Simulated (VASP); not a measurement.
Write the native input for VASP 6.6.1 that does the following.

```
Task                   : electric field gradients
Functional             : PBE
Potentials or basis    : VASP PAW PBE potentials, release 64 (Os)
Cutoff                 : 520 eV
k mesh                 : 14 × 14 × 14
Occupations            : fermi-dirac, width 0.05 eV
Spin                   : no spin polarisation
Dipole correction      : no
Further INCAR settings : ALGO = Normal; EDIFF = 1e-08; NBANDS = 10
```

The structure of Os lies in POSCAR:

```
Os
1.0
    0.0000000000      1.9255500000      1.9450000000
    1.9255500000      0.0000000000      1.9450000000
    1.9255500000      1.9255500000      0.0000000000
Os
1
Direct
    0.0000000000      0.0000000000      0.0000000000
```

This isn't the form of Os at room conditions, which is hcp.

This cell differs from its parent crystal: equal xx and yy strain of -1 %.

The input as run:

INCAR

```
SYSTEM = Os
PREC     = Accurate       ! precision mode
ENCUT    = 520            ! plane-wave cutoff, eV
EDIFF    = 1E-8           ! SCF threshold, eV
ISMEAR   = -1             ! smearing method
SIGMA    = 0.05           ! smearing width, eV
LREAL    = .False.        ! projectors in reciprocal space
LASPH    = .True.         ! aspherical terms in the spheres
NELM     = 100            ! most SCF steps
ALGO     = Normal         ! electronic algorithm
ISIF     = 2              ! what is computed and relaxed
LWAVE    = .False.        ! write WAVECAR
LCHARG   = .False.        ! write CHGCAR
GGA      = PE             ! functional
LEFG     = .True.       
NBANDS   = 10             ! bands
```

KPOINTS

```
regular mesh
0
Gamma
  14 14 14
  0 0 0
```

Potentials or basis: VASP PAW PBE potentials, release 64 (Os).

Run with:

```sh
$ cat potpaw_PBE.64/Os/POTCAR > POTCAR
$ mpirun -np 1 vasp_std > vasp.out
```

Results of the run:

The pressure is -2.3 GPa, the band gap on the k mesh is zero (bands 4 and 5 overlap by 3.64 eV) and the largest electric field gradient by atom is Os +1.7 V/Å².

Caveat: the cell differs from its parent crystal (equal xx and yy strain of -1 %); without QUAD_EFG the Cq values of the log hold for a quadrupole moment of 1 mb, not for the nuclei; spin-orbit coupling is left out, which moves the levels of the heavy elements.

Wall time 50 s on 1 thread of Intel Xeon 8259CL, on a shared host, peak memory 0.16 GiB.
